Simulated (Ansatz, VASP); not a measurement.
C: VASP beside Ansatz

```xyz
2
Lattice="0.0000 1.7350 1.6533 1.7350 0.0000 1.6533 1.7350 1.7350 0.0000" Properties=species:S:1:pos:R:3 pbc="T T T"
C     1.7350    1.7350    1.6533
C     2.6025    2.6025    2.4800
```

Alike in both runs: task single point; functional LDA; k mesh 12 × 12 × 12; occupations gaussian, width 0.05 eV; no spin polarisation.

|  | VASP | Ansatz |
| --- | --- | --- |
| version | VASP 6.6.1 | Ansatz 0.2.0 |
| potentials or method | VASP PAW LDA potentials, release 64 (C), cutoff 520 eV | scalar-relativistic, plane waves, PAW |
| valence electrons in the cell | 8 | 8 |

```tsv
	VASP	Ansatz	Ansatz less VASP
gap on the k mesh at the Fermi level (eV)	3.14	3.16	+0.014
least direct gap on the mesh (eV)	5.02	5.02	-0.003
```

Ansatz warns that its potentials were made for another functional, while VASP's fit it. LDA's correlation is that of Perdew and Zunger in VASP and of Perdew and Wang (1992) in Ansatz.
